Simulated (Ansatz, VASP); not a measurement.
## One calculation of TaV, two programs

```xyz
2
Lattice="1.6067 -2.3078 0.0000 1.6067 2.3078 0.0000 0.0000 0.0000 4.3414" Properties=species:S:1:pos:R:3 pbc="T T T"
Ta    0.0000    0.0000    0.0000
V     1.6067    0.0000    2.1707
```

Alike in both runs: task single point; functional PBE; k mesh 12 × 12 × 8; occupations fermi-dirac, width 0.08 eV; collinear spin; Hubbard terms Ta d U = 3.9 eV, J = 0.9 eV.

```csv
,VASP,Ansatz
version,VASP 6.6.1,Ansatz 0.2.0
potentials or method,"VASP PAW PBE potentials, release 64 (Ta_pv, V_sv)","PAW with Ansatz's default frozen-core files, scalar-relativistic"
plane-wave cutoff (eV),520,420
valence electrons in the cell,24,26
```

Ansatz gave:

* pressure (GPa): 0.9
* traceless stress, the component that is largest in VASP (GPa): -0.39
* net moment per atom (μB): 0.00

Which values does VASP return?

Pressure (GPa): 5.8; traceless stress, the component that is largest in VASP (GPa): -0.72; net moment per atom (μB): 0.00.

The programs project onto different local orbitals, so the same U acts differently, and such runs can settle in different states. VASP's potentials hold 24 valence electrons a cell and Ansatz's 26, so a difference there can come from the potentials and not from the codes. Ansatz's warnings: filled band counts differ across k points, seeded moment not kept.

Spin-orbit coupling is off throughout.
